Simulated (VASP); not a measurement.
Input of a VASP 6.6.1 run:

The input INCAR:

```
ALGO = Normal
EDIFF = 1E-7
ENCUT = 520
GGA = PE
ISIF = 2
ISMEAR = -1
LASPH = True
LCHARG = True
LELF = True
LREAL = False
LVHAR = True
LWAVE = False
NBANDS = 16
NELM = 100
PREC = Accurate
SIGMA = 0.05
```

File KPOINTS:

```
k-points
0
Gamma
  11 11 11
```

The input POSCAR:

```
ZnO
1.0
    0.0000000000      2.1979905633      2.1979905633
    2.1979905633      0.0000000000      2.1979905633
    2.1979905633      2.1979905633      0.0000000000
Zn O
1 1
Direct
    0.0000000000      0.0000000000      0.0000000000
    0.5000000000      0.5000000000      0.5000000000
```

Potentials or basis: VASP PAW PBE potentials, release 64 (Zn, O).

Launch:

```sh
$ cat potpaw_PBE.64/Zn/POTCAR potpaw_PBE.64/O/POTCAR > POTCAR
$ mpirun -np 1 vasp_std > vasp.out
```

Problem. What does it give for the pressure?

Solution. -6.0 GPa.

Problem. Predict the band gap on the k mesh.

Solution. 0.55 eV, indirect (least direct gap 1.62 eV).

A k mesh can miss the band edges. As with any semilocal functional, this PBE gap is likely too small.
